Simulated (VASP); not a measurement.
Crystal: La.

```
La
1.0
     3.75424    0.00000    0.00000
    -1.87712    3.25126    0.00000
     0.00000    0.00000    6.13067
La
2
Direct
  0.33333 0.66667 0.25000
  0.66667 0.33333 0.75000
```

```yaml
Program: VASP 6.6.1
Task: relaxation of cell and atoms
Functional: revPBE
Potentials_or_basis: VASP PAW PBE potentials, release 64 (La)
Cutoff: 600 eV
k_mesh: 10 × 10 × 5
Occupations: fermi-dirac, width 0.1 eV
Spin: no spin polarisation
```

At the start: pressure 1.3 GPa; volume 37.42 Å³/atom.

Where does the relaxation end?

Over 7 steps the energy falls by 8.1 meV/atom and the volume is 39.40 Å³/atom (+5.3 %); space group P6_3/mmc (No. 194, to 0.1 Å) before and after.

The path:
| step | energy change (eV) | largest force (eV/Å) | pressure (GPa) | volume (Å³) |
| --- | --- | --- | --- | --- |
| 1 | 0.0000 | 0.0000 | 1.28 | 74.83 |
| 2 | -0.0151 | 0.0000 | 0.18 | 78.11 |
| 3 | -0.0155 | 0.0000 | -0.02 | 78.77 |
| 4 | -0.0159 | 0.0000 | -0.01 | 78.78 |
| 5 | -0.0162 | 0.0000 | 0.00 | 78.79 |
| 6 | -0.0161 | 0.0000 | 0.02 | 78.80 |
| 7 | -0.0163 | 0.0000 | -0.01 | 78.79 |

Final structure:
```xyz
2
Lattice="3.8418 0.0000 0.0000 -1.9209 3.3271 0.0000 0.0000 0.0000 6.1646" Properties=species:S:1:pos:R:3 pbc="T T T"
La    0.0000    2.2180    1.5411
La    1.9209    1.1090    4.6234
```

Caveat: the PAW data sets were made with another functional, which shifts forces and pressure a little.
